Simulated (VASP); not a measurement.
# In3Se (Pm-3m) in VASP: notebook

In3Se is run at these levels: PBEsol; tasks: single point.

All numbers are computed with VASP 6.6.1; they aren't measurements. Logs are shortened: lines on timing, memory, paths and dates and some standing lists are left out, and cuts for length are marked.

## (1) The cell of the first run

It takes space group Pm-3m (No. 221, cubic). The conventional cell has a = 4.804 Å, b = 4.804 Å, c = 4.804 Å, α = 90.00°, β = 90.00°, γ = 90.00°. In (site symmetry 4/mmm) has 8 In at 3.40 Å and 4 Se at 3.40 Å within 4.5 Å. Se (site symmetry m-3m) has 12 In at 3.40 Å within 4.5 Å.

## (2) Single point, PBEsol

Input file INCAR:

```
SYSTEM = In3Se
PREC = Accurate ; ENCUT = 520
EDIFF = 1E-7 ; ISMEAR = 0
SIGMA = 0.01 ; LREAL = .FALSE.
LASPH = .TRUE. ; NELM = 100
ALGO = Normal ; ISIF = 2
LWAVE = .FALSE. ; LCHARG = .FALSE.
GGA = PS ; NBANDS = 30
```

Input file KPOINTS:

```
Automatic mesh
0
G
  5 5 5
  0 0 0
```

Input file POSCAR:

```
In3Se
1.0
    4.8037580000      0.0000000000      0.0000000000
    0.0000000000      4.8037580000      0.0000000000
    0.0000000000      0.0000000000      4.8037580000
In Se
3 1
Direct
    0.0000000000      0.5000000000      0.5000000000
    0.5000000000      0.0000000000      0.5000000000
    0.5000000000      0.5000000000      0.0000000000
    0.0000000000      0.0000000000      0.0000000000
```

Potentials or basis: VASP PAW PBE potentials, release 64 (In_d, Se).

Run with:

```bash
> cat potpaw_PBE.64/In_d/POTCAR potpaw_PBE.64/Se/POTCAR > POTCAR
> mpirun -np 1 vasp_std > vasp.out
```

OUTCAR:

```text
SYSTEM = In3Se
   PREC = Accurate
   ENCUT = 520
   EDIFF = 1E-7
   ISMEAR = 0
   LREAL = .FALSE.
   LASPH = .TRUE.
   NELM = 100
   ISIF = 2
   GGA = PS

 ion  position               nearest neighbor table
   1  0.000  0.500  0.500-   2 3.40   3 3.40   4 3.40   3 3.40   4 3.40   2 3.40   4 3.40   4 3.40
                             2 3.40   3 3.40   3 3.40   2 3.40
   2  0.500  0.000  0.500-   1 3.40   3 3.40   4 3.40   3 3.40   4 3.40   1 3.40   3 3.40   3 3.40
                             1 3.40   4 3.40   4 3.40   1 3.40
   3  0.500  0.500  0.000-   1 3.40   2 3.40   4 3.40   1 3.40   2 3.40   2 3.40   4 3.40   2 3.40
                             1 3.40   4 3.40   1 3.40   4 3.40
   4  0.000  0.000  0.000-   1 3.40   2 3.40   3 3.40   1 3.40   2 3.40   1 3.40   3 3.40   1 3.40
                             2 3.40   3 3.40   2 3.40   3 3.40

  LATTYP: Found a simple cubic cell.
 ALAT       =     4.8037580000

  Lattice vectors:

 A1 = (   4.8037580000,   0.0000000000,   0.0000000000)
 A2 = (   0.0000000000,   4.8037580000,   0.0000000000)
 A3 = (   0.0000000000,   0.0000000000,   4.8037580000)

Analysis of symmetry for initial positions (statically):
=====================================================================
 Subroutine PRICEL returns:
 Original cell was already a primitive cell.

 Routine SETGRP: Setting up the symmetry group for a
 simple cubic supercell.

 Subroutine GETGRP returns: Found 48 space group operations
[... 9 lines left out ...]

 Routine SETGRP: Setting up the symmetry group for a
 simple cubic supercell.

 Subroutine GETGRP returns: Found 48 space group operations
[... 11 lines left out ...]
                                     Primitive cell

  volume of cell :     110.8520

  direct lattice vectors                    reciprocal lattice vectors
     4.803758000  0.000000000  0.000000000     0.208170353  0.000000000  0.000000000
     0.000000000  4.803758000  0.000000000     0.000000000  0.208170353  0.000000000
     0.000000000  0.000000000  4.803758000     0.000000000  0.000000000  0.208170353

  length of vectors
     4.803758000  4.803758000  4.803758000     0.208170353  0.208170353  0.208170353

  position of ions in fractional coordinates (direct lattice)
     0.000000000  0.500000000  0.500000000
     0.500000000  0.000000000  0.500000000
     0.500000000  0.500000000  0.000000000
     0.000000000  0.000000000  0.000000000

  ion indices of the primitive-cell ions
   primitive index   ion index
                 1           1
                 2           2
                 3           3
                 4           4

----------------------------------------------------------------------------------------
[... 56 lines left out ...]
   LREAL  =      F    real-space projection
   EDIFFG = 0.1E-05   stopping-criterion for IOM
   NSW    =      0    number of steps for IOM
   IBRION =     -1    ionic relax: 0-MD 1-quasi-New 2-CG
   NFREE  =      0    steps in history (QN), initial steepest desc. (CG)
   ISIF   =      2    stress and relaxation
   ISYM   =      2    0-nonsym 1-usesym 2-fastsym
   POTIM  = 0.5000    time-step for ionic-motion
   TEBEG  =    0.0;   TEEND  =   0.0 temperature during run
   PSTRESS=    0.0 pullay stress
   NELECT =      45.0000    total number of electrons
   NUPDOWN=      -1.0000    fix difference up-down
   EMIN   =  10.00;   EMAX   =-10.00  energy-range for DOS
   EFERMI =   0.00;   METHOD = LEGACY
   ISMEAR =     0;   SIGMA  =   0.01  broadening in eV -4-tet -1-fermi 0-gaus
   EFERMI_NEDOS =   21; number of points for ismear=-14 and -15
   IALGO  =     38    algorithm
   IMIX   =      4    mixing-type and parameters
     AMIX     =   0.40;   BMIX     =  1.00
     AMIX_MAG =   1.60;   BMIX_MAG =  1.00
  volume/ion in A,a.u.               =      27.71       187.02
  Fermi-wavevector in a.u.,A,eV,Ry     =   1.212173  2.290675 19.991897  1.469363
  Thomas-Fermi vector in A             =   2.347665
   LORBIT       =      0    0 simple, 1 ext, 2 COOP (PROOUT), +10 PAW based schemes
   GGA     = PS    functional components
   LHFCALC =     F    Hartree Fock is set to
   AEXX    =    0.0000 exact exchange contribution
   IVDW    =     0    specifies the selected vdW correction
   LEPSILON=     F    determine dielectric tensor
   LRPA    =     F    only Hartree local field effects (RPA)
 non-spin polarized calculation
 Gauss-broadening in eV      SIGMA  =   0.01
  energy-cutoff  :      520.00
  volume of cell :      110.85
 maximum number of plane-waves:      3005
 NGX is ok and might be reduce to    36
   NGX = 17   NGY = 17   NGZ = 17

 number of electron      45.0000024 magnetization

 Free energy of the ion-electron system (eV)
  ---------------------------------------------------
  ext. energy  EPLUGINS =         0.00000000
  ---------------------------------------------------
  free energy    TOTEN  =       -13.07888113 eV

  energy without entropy =      -13.07854719  energy(sigma->0) =      -13.07871416

 E-fermi :   5.7741     XC(G=0):  -9.8961

 val. band max:        5.7632737347   @ k =   0.4000   0.2000   0.2000
 cond. band min:       5.8587457050   @ k =   0.4000   0.4000   0.0000
 fundamental gap:      0.0954719703
 Fermi energy:         5.7741216051

 k-point     1 :       0.0000    0.0000    0.0000
  band No.  band energies     occupation
      1      -8.8903      2.00000
      2      -8.8871      2.00000
      3      -8.8871      2.00000
      4      -8.8871      2.00000
      5      -8.7701      2.00000
      6      -8.7701      2.00000
[... 319 lines left out ...]
     29      13.3201      0.00000
     30      13.5628      0.00000

------------------------ aborting loop because EDIFF is reached ----------------------------------------

  FORCE on cell =-STRESS in cart. coord.  units (eV):
  Direction    XX          YY          ZZ          XY          YZ          ZX
  --------------------------------------------------------------------------------------
  -------------------------------------------------------------------------------------
  Total       -1.7027344     -1.7027344     -1.7027344     -0.0000000      0.0000000     -0.0000000
  in kB      -24.6101428    -24.6101428    -24.6101428     -0.0000000      0.0000000     -0.0000000
  external PRESSURE =     -24.6101428 kB  Pullay stress =       0.0000000 kB

 VOLUME and BASIS-vectors are now :
 -----------------------------------------------------------------------------
  energy-cutoff  :      520.00
  volume of cell :      110.85
      direct lattice vectors                 reciprocal lattice vectors
     4.803758000  0.000000000  0.000000000     0.208170353  0.000000000  0.000000000
     0.000000000  4.803758000  0.000000000     0.000000000  0.208170353  0.000000000
     0.000000000  0.000000000  4.803758000     0.000000000  0.000000000  0.208170353

 POSITION                                       TOTAL-FORCE (eV/Angst)
 -----------------------------------------------------------------------------------
      0.00000      2.40188      2.40188         0.000000      0.000000      0.000000
      2.40188      0.00000      2.40188         0.000000      0.000000      0.000000
      2.40188      2.40188      0.00000         0.000000      0.000000      0.000000
      0.00000      0.00000      0.00000         0.000000      0.000000      0.000000
 -----------------------------------------------------------------------------------
    total drift:                                0.000000      0.000000      0.000000

  FREE ENERGIE OF THE ION-ELECTRON SYSTEM (eV)
  ---------------------------------------------------
  free  energy   TOTEN  =       -13.0788811272 eV

  energy  without entropy=      -13.0785471901  energy(sigma->0) =      -13.07871416
```

Wall time 14 s (1 thread of Intel Xeon 6975P-C (Granite Rapids), shared host); peak memory 0.2 GiB.

Results:

| Item | Value |
| --- | --- |
| Free energy | -13.0789 eV |
| Pressure | -2.5 GPa |

Caveat: the PAW data sets were made with another functional, which shifts forces and pressure a little; spin-orbit coupling is left out, which moves the levels of the heavy elements.

(Continued in part 2 of 2.)
